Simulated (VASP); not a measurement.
# BaS (Fm-3m) in VASP: further runs

BaS is run at these levels: PBE+D3(BJ); tasks: single point, relaxation of cell and atoms.

All numbers are computed with VASP 6.6.1; they aren't measurements. Logs are shortened: lines on timing, memory, paths and dates and some standing lists are left out, and cuts for length are marked.

## 1. The cell of the first run

The structure is cubic, space group Fm-3m (No. 225). Conventional cell: a = 6.360 Å, b = 6.360 Å, c = 6.360 Å, α = 90.00°, β = 90.00°, γ = 90.00°. Ba (site symmetry m-3m) has 6 S at 3.18 Å within 4.2 Å. Within 4.2 Å of S (site symmetry m-3m) lie 6 Ba at 3.18 Å.

## 2. Single point, PBE+D3(BJ)

Input file INCAR:

```
SYSTEM = BaS
PREC = Accurate
ENCUT = 520
EDIFF = 1E-6
ISMEAR = 0
SIGMA = 0.02
LREAL = .False.
LASPH = .True.
NELM = 60
ALGO = Normal
ISIF = 2
LWAVE = .False.
LCHARG = .True.
GGA = PE
IVDW = 12
LELF = .True.
LVHAR = .True.
NBANDS = 15
```

Input file KPOINTS:

```
regular mesh
0
Gamma
  8 8 8
  0 0 0
```

Input file POSCAR:

```
BaS
1.0
    0.0000000000      3.1801374945      3.1801374945
    3.1801374945      0.0000000000      3.1801374945
    3.1801374945      3.1801374945      0.0000000000
Ba S
1 1
Direct
    0.0000000000      0.0000000000      0.0000000000
    0.5000000000      0.5000000000      0.5000000000
```

Potentials or basis: VASP PAW PBE potentials, release 64 (Ba_sv, S).

On the command line:

```
> cat potpaw_PBE.64/Ba_sv/POTCAR potpaw_PBE.64/S/POTCAR > POTCAR
> mpirun -np 1 vasp_std > vasp.out
```

OUTCAR:

```text
SYSTEM = BaS
   PREC = Accurate
   ENCUT = 520
   EDIFF = 1E-6
   ISMEAR = 0
   LREAL = .False.
   LASPH = .True.
   NELM = 60
   ISIF = 2
   GGA = PE
   IVDW = 12
 IVDW          = 12

 ion  position               nearest neighbor table
   1  0.000  0.000  0.000-   2 3.18   2 3.18   2 3.18   2 3.18   2 3.18   2 3.18
   2  0.500  0.500  0.500-   1 3.18   1 3.18   1 3.18   1 3.18   1 3.18   1 3.18

  LATTYP: Found a face centered cubic cell.
 ALAT       =     6.3602749890

  Lattice vectors:

 A1 = (   0.0000000000,   3.1801374945,   3.1801374945)
 A2 = (   3.1801374945,   0.0000000000,   3.1801374945)
 A3 = (   3.1801374945,   3.1801374945,   0.0000000000)

Analysis of symmetry for initial positions (statically):
=====================================================================
 Subroutine PRICEL returns:
 Original cell was already a primitive cell.

 Routine SETGRP: Setting up the symmetry group for a
 face centered cubic supercell.

 Subroutine GETGRP returns: Found 48 space group operations
 (whereof 48 operations were pure point group operations)
 out of a pool of 48 trial point group operations.

The static configuration has the point symmetry O_h .

Analysis of symmetry for dynamics (positions and initial velocities):
=====================================================================
 Subroutine PRICEL returns:
 Original cell was already a primitive cell.

 Routine SETGRP: Setting up the symmetry group for a
 face centered cubic supercell.

 Subroutine GETGRP returns: Found 48 space group operations
 (whereof 48 operations were pure point group operations)
 out of a pool of 48 trial point group operations.

The dynamic configuration has the point symmetry O_h .

 Subroutine INISYM returns: Found 48 space group operations
 (whereof 48 operations are pure point group operations),
 and found     1 'primitive' translations

----------------------------------------------------------------------------------------

                                     Primitive cell

  volume of cell :      64.3232

  direct lattice vectors                    reciprocal lattice vectors
     0.000000000  3.180137494  3.180137494    -0.157225906  0.157225906  0.157225906
     3.180137494  0.000000000  3.180137494     0.157225906 -0.157225906  0.157225906
     3.180137494  3.180137494  0.000000000     0.157225906  0.157225906 -0.157225906

  length of vectors
     4.497393575  4.497393575  4.497393575     0.272323258  0.272323258  0.272323258

  position of ions in fractional coordinates (direct lattice)
     0.000000000  0.000000000  0.000000000
     0.500000000  0.500000000  0.500000000

  ion indices of the primitive-cell ions
   primitive index   ion index
                 1           1
                 2           2

----------------------------------------------------------------------------------------

 KPOINTS: regular mesh

Automatic generation of k-mesh.
 Grid dimensions read from file:
 generate k-points for:    8    8    8

 Generating k-lattice:

  Cartesian coordinates                     Fractional coordinates (reciprocal lattice)
    -0.019653238  0.019653238  0.019653238     0.125000000  0.000000000  0.000000000
     0.019653238 -0.019653238  0.019653238     0.000000000  0.125000000  0.000000000
     0.019653238  0.019653238 -0.019653238     0.000000000  0.000000000  0.125000000

  Length of vectors
     0.034040407  0.034040407  0.034040407

  Shift w.r.t. Gamma in fractional coordinates (k-lattice)
     0.000000000  0.000000000  0.000000000

 Subroutine IBZKPT returns following result:
 ===========================================

 Found     29 irreducible k-points:

 Following reciprocal coordinates:
            Coordinates               Weight
  0.000000  0.000000  0.000000      1.000000
  0.125000  0.000000  0.000000      8.000000
  0.250000  0.000000  0.000000      8.000000
  0.375000  0.000000  0.000000      8.000000
  0.500000  0.000000  0.000000      4.000000
  0.125000  0.125000  0.000000      6.000000
[... 16 lines left out ...]
  0.500000  0.250000  0.125000     48.000000
 -0.375000  0.250000  0.125000     24.000000
 [... further k-points ...]
   k-points           NKPTS =     29   k-points in BZ     NKDIM =     29   number of bands    NBANDS=     15
   number of dos      NEDOS =    301   number of ions     NIONS =      2
   total plane-waves  NPLWV =  46656
   dimension x,y,z NGX =    36 NGY =   36 NGZ =   36
   dimension x,y,z NGXF=    72 NGYF=   72 NGZF=   72
   ions per type =               1   1
   NGX,Y,Z   is equivalent  to a cutoff of  13.31, 13.31, 13.31 a.u.
   NGXF,Y,Z  is equivalent  to a cutoff of  26.61, 26.61, 26.61 a.u.
 SYSTEM =  BaS
   PREC   = accura    normal or accurate (medium, high low for compatibility)
   ISTART =      0    job   : 0-new  1-cont  2-samecut
   ICHARG =      2    charge: 1-file 2-atom 10-const
   ISPIN  =      1    spin polarized calculation?
   LNONCOLLINEAR =      F non collinear calculations
   LSORBIT =      F    spin-orbit coupling
   LASPH  =      T    aspherical Exc in radial PAW
   ENCUT  =  520.0 eV  38.22 Ry    6.18 a.u.   8.36  8.36  8.36*2*pi/ulx,y,z
   NELM   =     60;   NELMIN=  2; NELMDL= -5     # of ELM steps
   EDIFF  = 0.1E-05   stopping-criterion for ELM
   LREAL  =      F    real-space projection
   EDIFFG = 0.1E-04   stopping-criterion for IOM
   NSW    =      0    number of steps for IOM
   IBRION =     -1    ionic relax: 0-MD 1-quasi-New 2-CG
   NFREE  =      0    steps in history (QN), initial steepest desc. (CG)
   ISIF   =      2    stress and relaxation
   ISYM   =      2    0-nonsym 1-usesym 2-fastsym
   POTIM  = 0.5000    time-step for ionic-motion
   TEBEG  =    0.0;   TEEND  =   0.0 temperature during run
   PSTRESS=    0.0 pullay stress
   NELECT =      16.0000    total number of electrons
   NUPDOWN=      -1.0000    fix difference up-down
   EMIN   =  10.00;   EMAX   =-10.00  energy-range for DOS
   EFERMI =   0.00;   METHOD = LEGACY
   ISMEAR =     0;   SIGMA  =   0.02  broadening in eV -4-tet -1-fermi 0-gaus
   EFERMI_NEDOS =   21; number of points for ismear=-14 and -15
   IALGO  =     38    algorithm
   IMIX   =      4    mixing-type and parameters
     AMIX     =   0.40;   BMIX     =  1.00
     AMIX_MAG =   1.60;   BMIX_MAG =  1.00
  volume/ion in A,a.u.               =      32.16       217.04
  Fermi-wavevector in a.u.,A,eV,Ry     =   1.029577  1.945619 14.422574  1.060029
  Thomas-Fermi vector in A             =   2.163632
   LORBIT       =      0    0 simple, 1 ext, 2 COOP (PROOUT), +10 PAW based schemes
   GGA     = PE    functional components
   LHFCALC =     F    Hartree Fock is set to
   AEXX    =    0.0000 exact exchange contribution
   IVDW    =    12    specifies the selected vdW correction
   LEPSILON=     F    determine dielectric tensor
   LRPA    =     F    only Hartree local field effects (RPA)
 non-spin polarized calculation
 Gauss-broadening in eV      SIGMA  =   0.02
  energy-cutoff  :      520.00
  volume of cell :       64.32
 maximum number of plane-waves:      1759
 NGX is ok and might be reduce to    36
   NGX = 17   NGY = 17   NGZ = 17

 number of electron      16.0000000 magnetization

 Free energy of the ion-electron system (eV)
  ---------------------------------------------------
  ext. energy  EPLUGINS =         0.00000000
  ---------------------------------------------------
  free energy    TOTEN  =       -10.17563696 eV

  energy without entropy =      -10.17563696  energy(sigma->0) =      -10.17563696

 E-fermi :   1.6992     XC(G=0):  -8.6793

 val. band max:        1.5209519660   @ k =   0.0000   0.0000   0.0000
 cond. band min:       3.6058204515   @ k =   0.5000   0.5000   0.0000
 fundamental gap:      2.0848684855
 Fermi energy:         1.6992231417

 k-point     1 :       0.0000    0.0000    0.0000
  band No.  band energies     occupation
      1     -24.5133      2.00000
      2      -9.5674      2.00000
      3      -9.5674      2.00000
      4      -9.5674      2.00000
      5      -8.8594      2.00000
      6       1.5210      2.00000
      7       1.5210      2.00000
      8       1.5210      2.00000
      9       5.1838      0.00000
     10       5.3908      0.00000
     11       5.3908      0.00000
     12       5.3908      0.00000
     13       6.3301      0.00000
     14       6.3301      0.00000
     15      10.2777      0.00000

 k-point     2 :       0.1250    0.0000    0.0000
  band No.  band energies     occupation
      1     -24.5064      2.00000
      2      -9.8962      2.00000
      3      -9.5733      2.00000
      4      -9.5733      2.00000
      5      -8.5171      2.00000
      6       1.1072      2.00000
      7       1.3050      2.00000
      8       1.3050      2.00000
      9       5.3962      0.00000
     10       5.6278      0.00000
     11       5.6278      0.00000
     12       5.7883      0.00000
     13       6.7943      0.00000
     14       6.7943      0.00000
     15      10.9103      0.00000

 k-point     3 :       0.2500    0.0000    0.0000
  band No.  band energies     occupation
      1     -24.4895      2.00000
      2     -10.3429      2.00000
      3      -9.5874      2.00000
      4      -9.5874      2.00000
      5      -8.0358      2.00000
      6       0.3578      2.00000
      7       0.8790      2.00000
      8       0.8790      2.00000
      9       5.6343      0.00000
     10       6.2906      0.00000
     11       6.2906      0.00000
     12       6.9823      0.00000
     13       7.9555      0.00000
     14       7.9555      0.00000
     15      12.1827      0.00000
[... 343 lines left out ...]
 k-point    23 :       0.5000    0.2500    0.1250
  band No.  band energies     occupation
      1     -24.4639      2.00000
      2     -10.4955      2.00000
      3      -9.7608      2.00000
      4      -9.6519      2.00000
      5      -7.9163      2.00000
      6       0.0467      2.00000
      7       0.5862      2.00000
      8       0.9781      2.00000
      9       5.4003      0.00000
     10       7.1735      0.00000
     11       7.7140      0.00000
     12       7.8873      0.00000
     13       9.0698      0.00000
     14      10.3373      0.00000
     15      11.0122      0.00000

 k-point    24 :      -0.3750    0.2500    0.1250
  band No.  band energies     occupation
      1     -24.4583      2.00000
      2     -10.5468      2.00000
      3      -9.7709      2.00000
      4      -9.6772      2.00000
      5      -7.8744      2.00000
      6       0.0189      2.00000
      7       0.6429      2.00000
      8       0.7272      2.00000
      9       6.2311      0.00000
     10       6.4136      0.00000
     11       8.2319      0.00000
     12       8.4835      0.00000
     13       9.4398      0.00000
     14      10.3595      0.00000
     15      11.0615      0.00000

 [... further k-points ...]

------------------------ aborting loop because EDIFF is reached ----------------------------------------

 Edisp (eV)   -0.56237

 E8    (eV) :    -0.2767

  FORCE on cell =-STRESS in cart. coord.  units (eV):
  Direction    XX          YY          ZZ          XY          YZ          ZX
  --------------------------------------------------------------------------------------
  -------------------------------------------------------------------------------------
  Total       0.24166     0.24166     0.24166     0.00000     0.00000     0.00000
  in kB       6.01929     6.01929     6.01929     0.00000     0.00000     0.00000
  external pressure =        6.02 kB  Pullay stress =        0.00 kB

 VOLUME and BASIS-vectors are now :
 -----------------------------------------------------------------------------
  energy-cutoff  :      520.00
  volume of cell :       64.32
      direct lattice vectors                 reciprocal lattice vectors
     0.000000000  3.180137494  3.180137494    -0.157225906  0.157225906  0.157225906
     3.180137494  0.000000000  3.180137494     0.157225906 -0.157225906  0.157225906
     3.180137494  3.180137494  0.000000000     0.157225906  0.157225906 -0.157225906

 POSITION                                       TOTAL-FORCE (eV/Angst)
 -----------------------------------------------------------------------------------
      0.00000      0.00000      0.00000        -0.000000     -0.000000     -0.000000
      3.18014      3.18014      3.18014         0.000000      0.000000      0.000000
 -----------------------------------------------------------------------------------
    total drift:                                0.000000      0.000000      0.000000

  FREE ENERGIE OF THE ION-ELECTRON SYSTEM (eV)
  ---------------------------------------------------
  free  energy   TOTEN  =       -10.7380073910 eV

  energy  without entropy=      -10.7380073910  energy(sigma->0) =      -10.73800739
```

It took 52 s on 1 thread of Intel Xeon 8259CL, shared host; peak memory 0.22 GiB.

Results:

- Free energy: -10.7380 eV
- Pressure: 0.6 GPa
- Band gap on the k mesh: 2.08 eV (least direct gap 2.21 eV)
- Dispersion energy per atom: -0.281 eV

Levels at points of the mesh, in eV from the valence-band top:
| k point | band 6 | band 7 | band 8 | band 9 | band 10 | band 11 |
| --- | --- | --- | --- | --- | --- | --- |
| (0.00, 0.00, 0.00) | 0.00 | 0.00 | 0.00 | 3.66 | 3.87 | 3.87 |
| (0.50, 0.00, 0.00) | -1.96 | -1.11 | -1.11 | 5.59 | 5.73 | 6.36 |
| (0.50, 0.50, 0.00) | -0.51 | -0.13 | -0.13 | 2.08 | 5.97 | 6.10 |

Caveat: spin-orbit coupling is left out, which moves the levels of the heavy elements.

## 3. Relaxation of cell and atoms, PBE+D3(BJ)

This run uses another cell than the first one, of 33.21 Å³/atom.

Input file INCAR:

```
PREC = Accurate ; ENCUT = 600
EDIFF = 1E-6 ; ISMEAR = 0
SIGMA = 0.02 ; LREAL = F
LASPH = T ; NELM = 100
ALGO = Normal ; ISIF = 3
LWAVE = F ; LCHARG = F
GGA = PE ; IVDW = 12
IBRION = 2 ; NSW = 70
EDIFFG = -0.005
```

Input file KPOINTS:

```
regular mesh
0
Gamma
  8 8 8
```

Input file POSCAR:

```
BaS
1.0
    0.0000000000      3.2143926808      3.2143926808
    3.2143926808      0.0000000000      3.2143926808
    3.2143926808      3.2143926808      0.0000000000
Ba S
1 1
Direct
    0.0000000000      0.0000000000      0.0000000000
    0.5000000000      0.5000000000      0.5000000000
```

Potentials or basis: VASP PAW PBE potentials, release 64 (Ba_sv, S).

On the command line:

```
> cat potpaw_PBE.64/Ba_sv/POTCAR potpaw_PBE.64/S/POTCAR > POTCAR
> mpirun -np 1 vasp_std > vasp.out
```

Wall time 88 s (1 thread of Intel Xeon 8259CL, shared host); peak memory 0.23 GiB.

The run converged. Its results:

```
Free energy                           : -10.7402 eV
Relaxed volume                        : 32.60 Å³/atom
Relaxed cell                          : a = 4.518 Å, b = 4.518 Å, c = 4.518 Å, α = 60.00°, β = 60.00°, γ = 60.00°
Space group after relaxing (to 0.1 Å) : Fm-3m (No. 225)
Energy gained by relaxing             : 1.6 meV/atom
Ionic steps                           : 3
Pressure after relaxing               : 0.0 GPa
Band gap on the k mesh                : 2.11 eV (least direct gap 2.25 eV)
Dispersion energy per atom            : -0.277 eV
```

Step by step:
```tsv
step	energy change (eV)	largest force (eV/Å)	pressure (GPa)	volume (Å³)
1	0.0000	0.0000	-0.80	66.42
2	-0.0028	0.0000	0.24	64.85
3	-0.0031	0.0000	0.00	65.20
```

Final structure:
```xyz
2
Lattice="0.0000 3.1944 3.1944 3.1944 0.0000 3.1944 3.1944 3.1944 0.0000" Properties=species:S:1:pos:R:3 pbc="T T T"
Ba    0.0000    0.0000    0.0000
S     3.1944    3.1944    3.1944
```

Levels at points of the mesh, in eV from the valence-band top:
| k point | band 4 | band 5 | band 6 | band 7 | band 8 | band 9 | band 10 | band 11 | band 12 |
| --- | --- | --- | --- | --- | --- | --- | --- | --- | --- |
| (0.00, 0.00, 0.00) | -11.13 | -10.36 | 0.00 | 0.00 | 0.00 | 3.60 | 3.87 | 3.87 | 3.87 |
| (0.50, 0.00, 0.00) | -11.17 | -9.12 | -1.93 | -1.09 | -1.09 | 5.54 | 5.69 | 6.31 | 6.31 |
| (0.50, 0.50, 0.00) | -11.32 | -10.27 | -0.52 | -0.14 | -0.14 | 2.11 | 5.93 | 6.02 | 7.49 |

Caveat: spin-orbit coupling is left out, which moves the levels of the heavy elements.
